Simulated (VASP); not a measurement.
Input of a VASP 6.6.1 run:

The input POSCAR:

```
CaIrN2
1.0
    1.6320965538      0.9422913847      4.9899787418
   -1.6320965538      0.9422913847      4.9899787418
    0.0000000000     -1.8845827693      4.9899787418
Ir Ca N
1 1 2
Direct
    0.5000000000      0.5000000000      0.5000000000
    0.0000000000      0.0000000000      0.0000000000
    0.2316463072      0.2316463072      0.2316463072
    0.7683536928      0.7683536928      0.7683536928
```

INCAR.step1

```
SYSTEM = CaIrN2
ALGO     = Normal         ! electronic algorithm
EDIFF    = 1E-4           ! SCF threshold, eV
ENCUT    = 520            ! plane-wave cutoff, eV
GGA      = PE             ! functional
ISMEAR   = -1             ! smearing method
LASPH    = .True.         ! aspherical terms in the spheres
LCHARG   = .False.        ! write CHGCAR
LDAU     = .True.         ! DFT+U
LDAUJ    = 0 0 0        
LDAUL    = 2 -1 -1        ! shell
LDAUTYPE = 2            
LDAUU    = 1 0 0          ! U, eV
LMAXMIX  = 4              ! l up to which the mixer works
LREAL    = .False.        ! projectors in reciprocal space
LWAVE    = .True.         ! write WAVECAR
NBANDS   = 22             ! bands
NELM     = 150            ! most SCF steps
PREC     = Accurate       ! precision mode
SIGMA    = 0.05           ! smearing width, eV
```

The input INCAR.step2:

```
SYSTEM = CaIrN2
ALGO     = Normal         ! electronic algorithm
EDIFF    = 1E-6           ! SCF threshold, eV
ENCUT    = 520            ! plane-wave cutoff, eV
ISIF     = 2              ! what is computed and relaxed
ISMEAR   = -1             ! smearing method
ISTART   = 1            
LASPH    = .True.         ! aspherical terms in the spheres
LCHARG   = .False.        ! write CHGCAR
LDAU     = .True.         ! DFT+U
LDAUJ    = 0 0 0        
LDAUL    = 2 -1 -1        ! shell
LDAUPRINT= 1            
LDAUTYPE = 2            
LDAUU    = 1 0 0          ! U, eV
LMAXMIX  = 4              ! l up to which the mixer works
LMIXTAU  = .True.       
LREAL    = .False.        ! projectors in reciprocal space
LWAVE    = .False.        ! write WAVECAR
METAGGA  = R2SCAN         ! meta-GGA
NBANDS   = 22             ! bands
NELM     = 150            ! most SCF steps
PREC     = Accurate       ! precision mode
SIGMA    = 0.05           ! smearing width, eV
```

Contents of KPOINTS:

```
k-points
0
Gamma
  9 9 9
  0 0 0
```

Potentials or basis: VASP PAW PBE potentials, release 64 (Ir, Ca_sv, N).

Command:

```bash
$ cat potpaw_PBE.64/Ir/POTCAR potpaw_PBE.64/Ca_sv/POTCAR potpaw_PBE.64/N/POTCAR > POTCAR
$ cp INCAR.step1 INCAR
$ mpirun -np 1 vasp_std > vasp.out
$ cp INCAR.step2 INCAR
$ mpirun -np 1 vasp_std > vasp.out
```

Q: Predict the band gap on the k mesh.

A: Zero (an odd number of electrons rules out a gap without spin polarisation).

Q: Predict the pressure.

A: 1.8 GPa.

Q: Predict the largest force.

A: 0.052 eV/Å.

Eigenvalues of the final occupation matrices:
```
    site  spin  trace               eigenvalues
site 1 d     1   3.52  0.53 0.53 0.78 0.84 0.84
site 1 d     2   3.52  0.53 0.53 0.78 0.84 0.84
```

Caveat: the PAW data sets were made with another functional, which shifts forces and pressure a little; spin-orbit coupling is left out, which moves the levels of the heavy elements; an odd number of electrons without spin polarisation forces a metal; a magnetic or distorted state may lie lower; U without spin polarisation on a metal has little footing.
